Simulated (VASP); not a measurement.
# NaH (I4/mmm) in VASP: a series of runs

NaH is run at these levels: r2SCAN; tasks: single point.

Everything below comes from runs of VASP 6.6.1. Logs are shortened: lines on timing, memory, paths and dates and some standing lists are left out, and cuts for length are marked.

### Step 1. The cell of the first run

Symmetry: I4/mmm, No. 139, tetragonal system. The conventional cell has a = 3.390 Å, b = 3.390 Å, c = 4.878 Å, α = 90.00°, β = 90.00°, γ = 90.00°. Na (site symmetry 4/mmm) has 6 H at 2.40 to 2.44 Å within 3.2 Å. Within 3.2 Å of H (site symmetry 4/mmm) lie 6 Na at 2.40 to 2.44 Å.

### Step 2. Single point, r2SCAN (engineering shear strain xy +0.0000, normal strain along z +0.0175)

The input, POSCAR:

```
NaH
1.0
    0.0000000000      2.3970316378      2.4389796915
    2.3970316378      0.0000000000      2.4389796915
    2.3970316378      2.3970316378      0.0000000000
Na H
1 1
Direct
    0.0000000000      0.0000000000      0.0000000000
    0.5000000000      0.5000000000      0.5000000000
```

The input, INCAR.step1:

```
SYSTEM = NaH
ALGO     = Normal         ! electronic algorithm
EDIFF    = 1E-4           ! SCF threshold, eV
ENCUT    = 520            ! plane-wave cutoff, eV
GGA      = PE             ! functional
ISMEAR   = -1             ! smearing method
LASPH    = .True.         ! aspherical terms in the spheres
LCHARG   = .False.        ! write CHGCAR
LREAL    = .False.        ! projectors in reciprocal space
LWAVE    = .True.         ! write WAVECAR
NBANDS   = 11             ! bands
NELM     = 60             ! most SCF steps
PREC     = Accurate       ! precision mode
SIGMA    = 0.2            ! smearing width, eV
```

The input, INCAR.step2:

```
SYSTEM = NaH
ALGO     = Normal         ! electronic algorithm
EDIFF    = 1E-7           ! SCF threshold, eV
ENCUT    = 520            ! plane-wave cutoff, eV
ISIF     = 2              ! what is computed and relaxed
ISMEAR   = -1             ! smearing method
ISTART   = 1            
LASPH    = .True.         ! aspherical terms in the spheres
LCHARG   = .True.         ! write CHGCAR
LELF     = .True.         ! ELF
LMIXTAU  = .True.       
LREAL    = .False.        ! projectors in reciprocal space
LVHAR    = .True.       
LWAVE    = .False.        ! write WAVECAR
METAGGA  = R2SCAN         ! meta-GGA
NBANDS   = 11             ! bands
NELM     = 60             ! most SCF steps
PREC     = Accurate       ! precision mode
SIGMA    = 0.2            ! smearing width, eV
```

The input, KPOINTS:

```
k-points
0
Gamma
  8 8 8
  0 0 0
```

Potentials or basis: VASP PAW PBE potentials, release 64 (Na_pv, H).

The run is started by

```
cat potpaw_PBE.64/Na_pv/POTCAR potpaw_PBE.64/H/POTCAR > POTCAR
cp INCAR.step1 INCAR
mpirun -np 1 vasp_std > vasp.out
cp INCAR.step2 INCAR
mpirun -np 1 vasp_std > vasp.out
```

OUTCAR:

```text
SYSTEM = NaH
   EDIFF = 1E-7
   ENCUT = 520
   ISIF = 2
   ISMEAR = -1
   ISTART = 1
   LASPH = .True.
   LREAL = .False.
   METAGGA = R2SCAN
   NELM = 60
   PREC = Accurate

 ion  position               nearest neighbor table
   1  0.000  0.000  0.000-
   2  0.500  0.500  0.500-

  LATTYP: Found a body centered tetragonal cell.
 ALAT       =     3.3899146516
 C/A-ratio  =     1.4389622997

  Lattice vectors:

 A1 = (  -2.3970316378,   0.0000000000,   2.4389796915)
 A2 = (   2.3970316378,   0.0000000000,   2.4389796915)
 A3 = (   0.0000000000,   2.3970316378,  -2.4389796915)

Analysis of symmetry for initial positions (statically):
=====================================================================
 Subroutine PRICEL returns:
 Original cell was already a primitive cell.

 Routine SETGRP: Setting up the symmetry group for a
 body centered tetragonal supercell.

 Subroutine GETGRP returns: Found 16 space group operations
 (whereof 16 operations were pure point group operations)
 out of a pool of 16 trial point group operations.

The static configuration has the point symmetry D_4h.

Analysis of symmetry for dynamics (positions and initial velocities):
=====================================================================
 Subroutine PRICEL returns:
 Original cell was already a primitive cell.

 Routine SETGRP: Setting up the symmetry group for a
 body centered tetragonal supercell.

 Subroutine GETGRP returns: Found 16 space group operations
 (whereof 16 operations were pure point group operations)
 out of a pool of 16 trial point group operations.

The dynamic configuration has the point symmetry D_4h.

 Subroutine INISYM returns: Found 16 space group operations
 (whereof 16 operations are pure point group operations),
 and found     1 'primitive' translations

----------------------------------------------------------------------------------------

                                     Primitive cell

  volume of cell :      28.0276

  direct lattice vectors                    reciprocal lattice vectors
     0.000000000  2.397031638  2.438979692    -0.208591323  0.208591323  0.205003757
     2.397031638  0.000000000  2.438979692     0.208591323 -0.208591323  0.205003757
     2.397031638  2.397031638  0.000000000     0.208591323  0.208591323 -0.205003757

  length of vectors
     3.419705047  3.419705047  3.389914652     0.359231430  0.359231430  0.359231430

  position of ions in fractional coordinates (direct lattice)
     0.000000000  0.000000000  0.000000000
     0.500000000  0.500000000  0.500000000

  ion indices of the primitive-cell ions
   primitive index   ion index
                 1           1
                 2           2

----------------------------------------------------------------------------------------

 KPOINTS: k-points

Automatic generation of k-mesh.
 Grid dimensions read from file:
 generate k-points for:    8    8    8

 Generating k-lattice:

  Cartesian coordinates                     Fractional coordinates (reciprocal lattice)
    -0.026073915  0.026073915  0.025625470     0.125000000  0.000000000  0.000000000
     0.026073915 -0.026073915  0.025625470     0.000000000  0.125000000  0.000000000
     0.026073915  0.026073915 -0.025625470     0.000000000  0.000000000  0.125000000

  Length of vectors
     0.044903929  0.044903929  0.044903929

  Shift w.r.t. Gamma in fractional coordinates (k-lattice)
     0.000000000  0.000000000  0.000000000

 Subroutine IBZKPT returns following result:
 ===========================================

 Found     59 irreducible k-points:

 Following reciprocal coordinates:
            Coordinates               Weight
  0.000000  0.000000  0.000000      1.000000
  0.125000  0.000000  0.000000      8.000000
  0.250000  0.000000  0.000000      8.000000
  0.375000  0.000000  0.000000      8.000000
  0.500000  0.000000  0.000000      4.000000
  0.125000  0.125000  0.000000      2.000000
[... 16 lines left out ...]
  0.250000  0.000000  0.125000     16.000000
  0.375000  0.000000  0.125000     16.000000
 [... further k-points ...]
   k-points           NKPTS =     59   k-points in BZ     NKDIM =     59   number of bands    NBANDS=     11
   number of dos      NEDOS =    301   number of ions     NIONS =      2
   total plane-waves  NPLWV =  21952
   dimension x,y,z NGX =    28 NGY =   28 NGZ =   28
   dimension x,y,z NGXF=    56 NGYF=   56 NGZF=   56
   ions per type =               1   1
   NGX,Y,Z   is equivalent  to a cutoff of  13.61, 13.61, 13.73 a.u.
   NGXF,Y,Z  is equivalent  to a cutoff of  27.22, 27.22, 27.46 a.u.
 SYSTEM =  NaH
   PREC   = accura    normal or accurate (medium, high low for compatibility)
   ISTART =      1    job   : 0-new  1-cont  2-samecut
   ICHARG =      0    charge: 1-file 2-atom 10-const
   ISPIN  =      1    spin polarized calculation?
   LNONCOLLINEAR =      F non collinear calculations
   LSORBIT =      F    spin-orbit coupling
   LASPH  =      T    aspherical Exc in radial PAW
   ENCUT  =  520.0 eV  38.22 Ry    6.18 a.u.   6.36  6.36  6.30*2*pi/ulx,y,z
   NELM   =     60;   NELMIN=  2; NELMDL=  0     # of ELM steps
   EDIFF  = 0.1E-06   stopping-criterion for ELM
   LREAL  =      F    real-space projection
   EDIFFG = 0.1E-05   stopping-criterion for IOM
   NSW    =      0    number of steps for IOM
   IBRION =     -1    ionic relax: 0-MD 1-quasi-New 2-CG
   NFREE  =      0    steps in history (QN), initial steepest desc. (CG)
   ISIF   =      2    stress and relaxation
   ISYM   =      2    0-nonsym 1-usesym 2-fastsym
   POTIM  = 0.5000    time-step for ionic-motion
   TEBEG  =    0.0;   TEEND  =   0.0 temperature during run
   PSTRESS=    0.0 pullay stress
   NELECT =       8.0000    total number of electrons
   NUPDOWN=      -1.0000    fix difference up-down
   EMIN   =  10.00;   EMAX   =-10.00  energy-range for DOS
   EFERMI =   0.00;   METHOD = LEGACY
   ISMEAR =    -1;   SIGMA  =   0.20  broadening in eV -4-tet -1-fermi 0-gaus
   EFERMI_NEDOS =   21; number of points for ismear=-14 and -15
   IALGO  =     38    algorithm
   IMIX   =      4    mixing-type and parameters
     AMIX     =   0.40;   BMIX     =  1.00
     AMIX_MAG =   1.60;   BMIX_MAG =  1.00
  volume/ion in A,a.u.               =      14.01        94.57
  Fermi-wavevector in a.u.,A,eV,Ry     =   1.077894  2.036925 15.808018  1.161857
  Thomas-Fermi vector in A             =   2.213819
   LORBIT       =      0    0 simple, 1 ext, 2 COOP (PROOUT), +10 PAW based schemes
   METAGGA = R2SCAN    functional components
   LHFCALC =     F    Hartree Fock is set to
   AEXX    =    0.0000 exact exchange contribution
   IVDW    =     0    specifies the selected vdW correction
   LEPSILON=     F    determine dielectric tensor
   LRPA    =     F    only Hartree local field effects (RPA)
 non-spin polarized calculation
  energy-cutoff  :      520.00
  volume of cell :       28.03
 maximum number of plane-waves:       765
 NGX is ok and might be reduce to    28
   NGX = 13   NGY = 13   NGZ = 13

 number of electron       7.9999996 magnetization

 Free energy of the ion-electron system (eV)
  ---------------------------------------------------
  ext. energy  EPLUGINS =         0.00000000
  ---------------------------------------------------
  free energy    TOTEN  =        -7.60055764 eV

  energy without entropy =       -7.60054950  energy(sigma->0) =       -7.60055357

 E-fermi :   0.9497     XC(G=0):  -8.1627

 val. band max:       -1.4193443309   @ k =  -0.2500   0.2500   0.5000
 cond. band min:       2.9471349967   @ k =   0.5000   0.0000   0.0000
 fundamental gap:      4.3664793275
 Fermi energy:         0.9496778804

 k-point     1 :       0.0000    0.0000    0.0000
  band No.  band energies     occupation
      1     -24.3250      2.00000
      2     -24.3189      2.00000
      3     -24.3187      2.00000
      4      -5.0030      2.00000
      5      10.0604      0.00000
      6      14.9097      0.00000
      7      14.9994      0.00000
      8      14.9994      0.00000
      9      15.8756      0.00000
     10      15.9264      0.00000
     11      15.9264      0.00000

 k-point     2 :       0.1250    0.0000    0.0000
  band No.  band energies     occupation
      1     -24.3350      2.00000
      2     -24.3239      2.00000
      3     -24.3203      2.00000
      4      -4.7314      2.00000
      5       9.0335      0.00000
      6      12.4047      0.00000
      7      14.0781      0.00000
      8      14.1997      0.00000
      9      16.7926      0.00000
     10      16.8476      0.00000
     11      17.1891      0.00000

 k-point     3 :       0.2500    0.0000    0.0000
  band No.  band energies     occupation
      1     -24.3666      2.00000
      2     -24.3286      2.00000
      3     -24.3237      2.00000
      4      -3.9636      2.00000
      5       6.4980      0.00000
      6      11.0191      0.00000
      7      13.1671      0.00000
      8      13.3626      0.00000
      9      16.8520      0.00000
     10      17.1380      0.00000
     11      18.5817      0.00000

 k-point     4 :       0.3750    0.0000    0.0000
  band No.  band energies     occupation
      1     -24.3984      2.00000
      2     -24.3328      2.00000
      3     -24.3270      2.00000
      4      -2.9053      2.00000
      5       4.0632      0.00000
      6      10.4562      0.00000
      7      12.5853      0.00000
      8      12.8339      0.00000
      9      16.2959      0.00000
     10      16.6152      0.00000
     11      18.9152      0.00000

 k-point     5 :       0.5000    0.0000    0.0000
  band No.  band energies     occupation
      1     -24.4114      2.00000
      2     -24.3345      2.00000
      3     -24.3284      2.00000
      4      -2.2701      2.00000
      5       2.9471      0.00009
      6      10.2961      0.00000
      7      12.3852      0.00000
      8      12.6531      0.00000
      9      16.0741      0.00000
     10      16.3864      0.00000
     11      18.7484      0.00000
[... 211 lines left out ...]
 k-point    21 :       0.5000    0.5000    0.0000
  band No.  band energies     occupation
      1     -24.4041      2.00000
      2     -24.3478      2.00000
      3     -24.3476      2.00000
      4      -1.6590      2.00000
      5       3.6265      0.00000
      6       9.4161      0.00000
      7      10.1455      0.00000
      8      10.1455      0.00000
      9      11.7405      0.00000
     10      23.3980      0.00000
     11      25.3043      0.00000

 k-point    22 :       0.1250    0.0000    0.1250
  band No.  band energies     occupation
      1     -24.3320      2.00000
      2     -24.3293      2.00000
      3     -24.3237      2.00000
      4      -4.6389      2.00000
      5       8.9384      0.00000
      6      12.9061      0.00000
      7      12.9146      0.00000
      8      12.9356      0.00000
      9      16.3409      0.00000
     10      18.7254      0.00000
     11      18.7682      0.00000

 k-point    23 :       0.2500    0.0000    0.1250
  band No.  band energies     occupation
      1     -24.3569      2.00000
      2     -24.3326      2.00000
      3     -24.3272      2.00000
      4      -4.0383      2.00000
      5       7.2526      0.00000
      6      10.4226      0.00000
      7      12.1018      0.00000
      8      14.1936      0.00000
      9      15.4410      0.00000
     10      18.1925      0.00000
     11      19.2935      0.00000

 k-point    24 :       0.3750    0.0000    0.1250
  band No.  band energies     occupation
      1     -24.3874      2.00000
      2     -24.3368      2.00000
      3     -24.3315      2.00000
      4      -3.0683      2.00000
      5       4.9235      0.00000
      6       9.2411      0.00000
      7      11.7121      0.00000
      8      13.9798      0.00000
      9      15.6250      0.00000
     10      18.2292      0.00000
     11      18.9638      0.00000

 [... further k-points ...]
[... 5 lines left out ...]
  --------------------------------------------------------------------------------------
  -------------------------------------------------------------------------------------
  Total       -0.0691945     -0.0691945     -0.1675012      0.0000000     -0.0000000      0.0000000
  in kB       -3.9554573     -3.9554573     -9.5750900      0.0000000     -0.0000000      0.0000000
  external PRESSURE =      -5.8286682 kB  Pullay stress =       0.0000000 kB

 VOLUME and BASIS-vectors are now :
 -----------------------------------------------------------------------------
  energy-cutoff  :      520.00
  volume of cell :       28.03
      direct lattice vectors                 reciprocal lattice vectors
     0.000000000  2.397031638  2.438979692    -0.208591323  0.208591323  0.205003757
     2.397031638  0.000000000  2.438979692     0.208591323 -0.208591323  0.205003757
     2.397031638  2.397031638  0.000000000     0.208591323  0.208591323 -0.205003757

 POSITION                                       TOTAL-FORCE (eV/Angst)
 -----------------------------------------------------------------------------------
      0.00000      0.00000      0.00000         0.000000     -0.000000      0.000000
      2.39703      2.39703      2.43898        -0.000000      0.000000     -0.000000
 -----------------------------------------------------------------------------------
    total drift:                               -0.000000      0.000000      0.000000

  FREE ENERGIE OF THE ION-ELECTRON SYSTEM (eV)
  ---------------------------------------------------
  free  energy   TOTEN  =        -7.6005576350 eV

  energy  without entropy=       -7.6005494990  energy(sigma->0) =       -7.60055357
```

Wall time 1.9 min (1 thread of AMD EPYC 7R43 (Zen 3), shared host); peak memory 0.13 GiB.

Results:

```
Free energy            : -7.6006 eV
Pressure               : -0.6 GPa
Band gap on the k mesh : 4.37 eV, indirect (least direct gap 5.22 eV)
```

Caveat: the cell differs from its parent crystal (engineering shear strain xy +0.0000, normal strain along z +0.0175); the PAW data sets were made with another functional, which shifts forces and pressure a little.

### Step 3. Single point, r2SCAN (engineering shear strain xy +0.0000, normal strain along z +0.0350)

The input, POSCAR:

```
NaH
1.0
    0.0000000000      2.3970316378      2.4809277451
    2.3970316378      0.0000000000      2.4809277451
    2.3970316378      2.3970316378      0.0000000000
Na H
1 1
Direct
    0.0000000000      0.0000000000      0.0000000000
    0.5000000000      0.5000000000      0.5000000000
```

The input, INCAR.step1:

```
SYSTEM = NaH
  PREC = Accurate
  ENCUT = 520
  ISMEAR = -1
  SIGMA = 0.2
  LREAL = .False.
  LASPH = .True.
  NELM = 80
  NBANDS = 11
  GGA = PE
  ALGO = Normal
  EDIFF = 1E-4
  LWAVE = .True.
  LCHARG = .False.
```

The input, INCAR.step2:

```
SYSTEM = NaH
  PREC = Accurate
  ENCUT = 520
  EDIFF = 1E-6
  ISMEAR = -1
  SIGMA = 0.2
  LREAL = .False.
  LASPH = .True.
  NELM = 80
  ALGO = Normal
  ISIF = 2
  LWAVE = .False.
  LCHARG = .True.
  METAGGA = R2SCAN
  LMIXTAU = .True.
  LELF = .True.
  LVHAR = .True.
  NBANDS = 11
  ISTART = 1
```

The input, KPOINTS:

```
Automatic mesh
0
Gamma
  8 8 8
  0 0 0
```

Potentials or basis: VASP PAW PBE potentials, release 64 (Na_pv, H).

The run is started by

```
cat potpaw_PBE.64/Na_pv/POTCAR potpaw_PBE.64/H/POTCAR > POTCAR
cp INCAR.step1 INCAR
mpirun -np 1 vasp_std > vasp.out
cp INCAR.step2 INCAR
mpirun -np 1 vasp_std > vasp.out
```

OUTCAR:

```text
SYSTEM = NaH
   PREC = Accurate
   ENCUT = 520
   EDIFF = 1E-6
   ISMEAR = -1
   LREAL = .False.
   LASPH = .True.
   NELM = 80
   ISIF = 2
   METAGGA = R2SCAN
   ISTART = 1

 ion  position               nearest neighbor table
   1  0.000  0.000  0.000-
   2  0.500  0.500  0.500-

  LATTYP: Found a body centered tetragonal cell.
 ALAT       =     3.3899146516
 C/A-ratio  =     1.4637110370

  Lattice vectors:

 A1 = (  -2.3970316378,   0.0000000000,   2.4809277451)
[... 511 lines left out ...]
      4      -3.0902      2.00000
      5       4.8106      0.00000
      6       9.1052      0.00000
      7      11.4898      0.00000
      8      13.8061      0.00000
      9      15.4119      0.00000
     10      17.9169      0.00000
     11      18.6792      0.00000

 [... further k-points ...]
[... 5 lines left out ...]
  --------------------------------------------------------------------------------------
  -------------------------------------------------------------------------------------
  Total       -0.1011086     -0.1011086     -0.2742135      0.0000000     -0.0000000     -0.0000000
  in kB       -5.6820788     -5.6820788    -15.4101803      0.0000000     -0.0000000     -0.0000000
  external PRESSURE =      -8.9247793 kB  Pullay stress =       0.0000000 kB

 VOLUME and BASIS-vectors are now :
 -----------------------------------------------------------------------------
  energy-cutoff  :      520.00
  volume of cell :       28.51
      direct lattice vectors                 reciprocal lattice vectors
     0.000000000  2.397031638  2.480927745    -0.208591323  0.208591323  0.201537510
     2.397031638  0.000000000  2.480927745     0.208591323 -0.208591323  0.201537510
     2.397031638  2.397031638  0.000000000     0.208591323  0.208591323 -0.201537510

 POSITION                                       TOTAL-FORCE (eV/Angst)
 -----------------------------------------------------------------------------------
      0.00000      0.00000      0.00000         0.000000      0.000000      0.000000
      2.39703      2.39703      2.48093        -0.000000      0.000000      0.000000
 -----------------------------------------------------------------------------------
    total drift:                               -0.000000      0.000000      0.000000

  FREE ENERGIE OF THE ION-ELECTRON SYSTEM (eV)
  ---------------------------------------------------
  free  energy   TOTEN  =        -7.5968185443 eV

  energy  without entropy=       -7.5968096513  energy(sigma->0) =       -7.59681410
```

Run time: 96 s. Hardware: 1 thread of AMD EPYC 7R43 (Zen 3), shared host; peak memory 0.12 GiB.

What came out:

```
Free energy            : -7.5968 eV
Pressure               : -0.9 GPa
Band gap on the k mesh : 4.32 eV, indirect (least direct gap 5.17 eV)
```

Levels at points of the mesh, in eV from the valence-band top:
```csv
k point,band 1,band 2,band 3,band 4,band 5,band 6,band 7,band 8,band 9
"(0.00, 0.00, 0.00)",-22.95,-22.94,-22.94,-3.55,11.29,16.14,16.31,16.31,17.08
"(0.50, 0.00, 0.00)",-23.03,-22.96,-22.95,-0.86,4.32,11.57,13.55,14.08,17.16
"(0.50, 0.50, 0.00)",-23.03,-22.97,-22.97,-0.31,4.86,10.87,11.59,11.59,13.02
"(0.50, 0.00, 0.50)",-23.02,-22.98,-22.98,-0.14,5.28,10.53,11.13,11.17,12.85
```

Caveat: the cell differs from its parent crystal (engineering shear strain xy +0.0000, normal strain along z +0.0350); the PAW data sets were made with another functional, which shifts forces and pressure a little.

(Continued in part 2 of 2.)
